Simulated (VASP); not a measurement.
Input of a VASP 6.6.1 run:

The input INCAR:

```
SYSTEM = Al
PREC     = Accurate       ! precision mode
ENCUT    = 500            ! plane-wave cutoff, eV
EDIFF    = 1E-6           ! SCF threshold, eV
ISMEAR   = -1             ! smearing method
SIGMA    = 0.02           ! smearing width, eV
LREAL    = .FALSE.        ! projectors in reciprocal space
LASPH    = .TRUE.         ! aspherical terms in the spheres
NELM     = 120            ! most SCF steps
ALGO     = Normal         ! electronic algorithm
ISIF     = 2              ! what is computed and relaxed
LWAVE    = .FALSE.        ! write WAVECAR
LCHARG   = .FALSE.        ! write CHGCAR
GGA      = PE             ! functional
NBANDS   = 8              ! bands
GGA_COMPAT= .FALSE.
```

File KPOINTS:

```
regular mesh
0
G
  6 6 6
  0 0 0
```

File POSCAR:

```
Al
1.0
    0.0000000000      2.0248050000      2.0248050000
    2.0248050000      0.0000000000      2.0248050000
    2.0248050000      2.0248050000      0.0000000000
Al
1
Direct
    0.0000000000      0.0000000000      0.0000000000
```

Potentials or basis: VASP PAW PBE potentials, release 64 (Al).

Launch:

```bash
$ cat potpaw_PBE.64/Al/POTCAR > POTCAR
$ mpirun -np 1 vasp_std > vasp.out
```

What does it give for the pressure?

0.0 GPa.

Caveat: the k points lie up to 0.45 Å⁻¹ apart.
